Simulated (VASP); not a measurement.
A run of VASP 6.6.1 is set up as follows.

Contents of INCAR:

```
PREC = Accurate
ENCUT = 520
EDIFF = 1E-6
ISMEAR = -1
SIGMA = 0.05
LREAL = F
LASPH = T
NELM = 60
ALGO = Normal
ISIF = 2
LWAVE = F
LCHARG = F
GGA = PE
NBANDS = 38
```

File KPOINTS:

```
regular mesh
0
Gamma
  10 10 3
```

Contents of POSCAR:

```
ScNbN
1.0
    3.0689290714      0.0000000000      0.0000000000
   -1.5344645357      2.6577705383      0.0000000000
    0.0000000000      0.0000000000     10.2171743137
Nb Sc N
2 2 2
Direct
    0.3333333333      0.6666666667      0.2474310000
    0.6666666667      0.3333333333      0.7525690000
    0.0000000000      0.0000000000      0.0000000000
    0.0000000000      0.0000000000      0.5000000000
    0.3333333333      0.6666666667      0.6278110000
    0.6666666667      0.3333333333      0.3721890000
```

Potentials or basis: VASP PAW PBE potentials, release 64 (Nb_sv, Sc_sv, N).

Command:

```bash
$ cat potpaw_PBE.64/Nb_sv/POTCAR potpaw_PBE.64/Sc_sv/POTCAR potpaw_PBE.64/N/POTCAR > POTCAR
$ mpirun -np 1 vasp_std > vasp.out
```

Problem. Predict the pressure.

Solution. 5.8 GPa.

Problem. What does it give for the largest force?

Solution. 0.216 eV/Å.

Problem. What does it give for the band gap on the k mesh?

Solution. Zero (band 29 reaches 9.19 eV, above the bottom of band 30 at 8.56 eV).

Stress tensor (GPa, compression positive):
```
5.79 0.00 0.00
0.00 5.79 0.00
0.00 0.00 5.92
```
